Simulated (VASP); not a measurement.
The system is Mg.

```
CELL_PARAMETERS angstrom
-1.83599 1.83599 1.67940
1.83599 -1.83599 1.67940
1.83599 1.83599 -1.67940
ATOMIC_POSITIONS crystal
Mg 0.00000 0.00000 0.00000
```

```yaml
Program: VASP 6.6.1
Task: relaxation of cell and atoms
Functional: PBE
Potentials_or_basis: VASP PAW PBE potentials, release 64 (Mg)
Cutoff: 600 eV
k_mesh: 11 × 11 × 11
Occupations: fermi-dirac, width 0.05 eV
Spin: no spin polarisation
```

At the start: pressure 0.4 GPa; volume 22.64 Å³/atom.

Q: How do energy, volume and symmetry change on relaxing?

A: Over 11 steps the energy falls by 3.1 meV/atom and the volume is 22.76 Å³/atom (+0.5 %); space group Im-3m (No. 229, to 0.05 Å).

Step by step:
| step | energy change (eV) | largest force (eV/Å) | pressure (GPa) | volume (Å³) |
| --- | --- | --- | --- | --- |
| 1 | 0.0000 | 0.0000 | 0.45 | 22.64 |
| 2 | -0.0004 | 0.0000 | 0.10 | 22.85 |
| 3 | -0.0005 | 0.0000 | -0.06 | 22.95 |
| 4 | -0.0005 | 0.0000 | -0.07 | 22.95 |
| 5 | -0.0009 | 0.0000 | -0.11 | 22.95 |
| 6 | -0.0016 | 0.0000 | -0.15 | 22.94 |
| 7 | -0.0026 | 0.0000 | -0.19 | 22.90 |
| 8 | -0.0026 | 0.0000 | -0.03 | 22.80 |
| 9 | -0.0030 | 0.0000 | -0.17 | 22.87 |
| 10 | -0.0027 | 0.0000 | 0.47 | 22.48 |
| 11 | -0.0031 | 0.0000 | 0.00 | 22.76 |

Final structure:
```
Mg
1.0
    -1.78585    1.78585    1.78419
     1.78585   -1.78585    1.78419
     1.78585    1.78585   -1.78419
Mg
1
Direct
  0.00000 0.00000 0.00000
```
